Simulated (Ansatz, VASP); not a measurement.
## Two plane-wave programs on SiO2

```xyz
12
Lattice="5.0150 0.0000 0.0000 -2.5075 4.3431 0.0000 0.0000 0.0000 8.5394" Properties=species:S:1:pos:R:3 pbc="T T T"
Si    2.5075    1.4477    8.0019
Si    2.5075    1.4477    4.8073
Si    0.0000    2.8954    0.5376
Si    0.0000    2.8954    3.7321
O    -1.0333    1.7896    0.0000
O     1.0333    1.7896    4.2697
O     2.9485    0.0000    4.2697
O     1.4743    2.5535    0.0000
O    -1.4743    2.5535    4.2697
O     2.5075    1.4477    6.4046
O     0.0000    2.8954    2.1349
O     2.0665    0.0000    0.0000
```

Alike in both runs: task single point; functional LDA; k mesh 6 × 6 × 4; occupations gaussian, width 0.02 eV; no spin polarisation.

```csv
,VASP,Ansatz
version,VASP 6.6.1,Ansatz 0.2.0
potentials or method,"VASP PAW LDA potentials, release 64 (Si, O), cutoff 520 eV","scalar-relativistic, plane waves, PAW"
valence electrons in the cell,64,64
```

```csv
,VASP,Ansatz,Ansatz less VASP
gap on the k mesh at the Fermi level (eV),5.42,5.42,+0.002
least direct gap on the mesh (eV),5.48,5.48,+0.002
```

LDA's correlation is that of Perdew and Zunger in VASP and of Perdew and Wang (1992) in Ansatz.
